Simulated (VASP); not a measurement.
Input of a VASP 6.6.1 run:

POSCAR

```
TaN
1.0
    2.9379988584      0.0000000000      0.0000000000
   -1.4689994292      2.5443816477      0.0000000000
    0.0000000000      0.0000000000      2.8830000000
Ta N
1 1
Direct
    0.3333333333      0.6666666667      0.5000000000
   -0.0393022800     -0.0786045600     -0.0346860909
```

INCAR.step1

```
SYSTEM = TaN
PREC = Accurate ; ENCUT = 520
ISMEAR = 0 ; SIGMA = 0.15
LREAL = .FALSE. ; LASPH = .TRUE.
NELM = 80 ; NBANDS = 15
GGA = PE ; ALGO = Normal
EDIFF = 1E-4 ; LWAVE = .TRUE.
LCHARG = .FALSE.
```

Contents of INCAR.step2:

```
SYSTEM = TaN
PREC = Accurate ; ENCUT = 520
EDIFF = 1E-7 ; ISMEAR = 0
SIGMA = 0.15 ; LREAL = .FALSE.
LASPH = .TRUE. ; NELM = 80
ALGO = Normal ; ISIF = 2
LWAVE = .FALSE. ; LCHARG = .TRUE.
METAGGA = R2SCAN ; LMIXTAU = .TRUE.
LELF = .TRUE. ; LVHAR = .TRUE.
NBANDS = 15 ; ISTART = 1
```

KPOINTS

```
regular mesh
0
G
  18 18 16
  0 0 0
```

Potentials or basis: VASP PAW PBE potentials, release 64 (Ta_pv, N).

Launch:

```console
$ cat potpaw_PBE.64/Ta_pv/POTCAR potpaw_PBE.64/N/POTCAR > POTCAR
$ cp INCAR.step1 INCAR
$ mpirun -np 1 vasp_std > vasp.out
$ cp INCAR.step2 INCAR
$ mpirun -np 1 vasp_std > vasp.out
```

Task: What does it give for the band gap on the k mesh?

Result: Zero (bands 8 and 9 overlap by 0.40 eV).

Task: Estimate the largest force.

Result: 2.876 eV/Å.

Task: What does it give for the pressure?

Result: 8.5 GPa.

Stress tensor (GPa, compression positive):
```
 8.66  0.00  0.00
 0.00  4.37  5.50
 0.00  5.50 12.35
```

Caveat: the cell differs from its parent crystal (atom 2 (N) moved by (-0.200, -0.100) A along y and z); the stress differs along the axes, from 4 to 12 GPa; the PAW data sets were made with another functional, which shifts forces and pressure a little; spin-orbit coupling is left out, which moves the levels of the heavy elements.
